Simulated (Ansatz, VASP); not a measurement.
## ZnCd2S3: VASP beside Ansatz

```
CELL_PARAMETERS angstrom
4.06797 0.00000 0.00000
-2.03399 3.52297 0.00000
0.00000 0.00000 20.10306
ATOMIC_POSITIONS crystal
Zn 0.66667 0.33333 0.33325
Zn 0.33333 0.66667 0.83325
Cd 0.00000 0.00000 0.99712
Cd 0.00000 0.00000 0.49712
Cd 0.33333 0.66667 0.17164
Cd 0.66667 0.33333 0.67163
S 0.00000 0.00000 0.12397
S 0.00000 0.00000 0.62397
S 0.33333 0.66667 0.29898
S 0.66667 0.33333 0.79898
S 0.66667 0.33333 0.45005
S 0.33333 0.66667 0.95005
```

Alike in both runs: functional PBE; k mesh 12 × 12 × 2; occupations gaussian, width 0.02 eV; no spin polarisation.

Ansatz relaxed the structure, and its values are those at the end. VASP's run is a single point on that final structure, the one shown.

|  | VASP | Ansatz |
| --- | --- | --- |
| version | VASP 6.6.1 | Ansatz 0.2.0 |
| potentials or method | VASP PAW PBE potentials, release 64 (Zn, Cd, S), cutoff 500 eV | scalar-relativistic, plane waves, PAW |
| valence electrons in the cell | 108 | 140 |

Ansatz gave:

* gap on the k mesh at the Fermi level (eV): 1.18
* least direct gap on the mesh (eV): 1.18
* pressure (GPa): 0.0
* rms of the force components (eV/Å): 0.001

What did VASP give for the same quantities?

gap on the k mesh at the Fermi level (eV): 1.18; least direct gap on the mesh (eV): 1.18; pressure (GPa): 0.3; rms of the force components (eV/Å): 0.007.

VASP's potentials hold 108 valence electrons a cell and Ansatz's 140, so a difference there can come from the potentials and not from the codes.
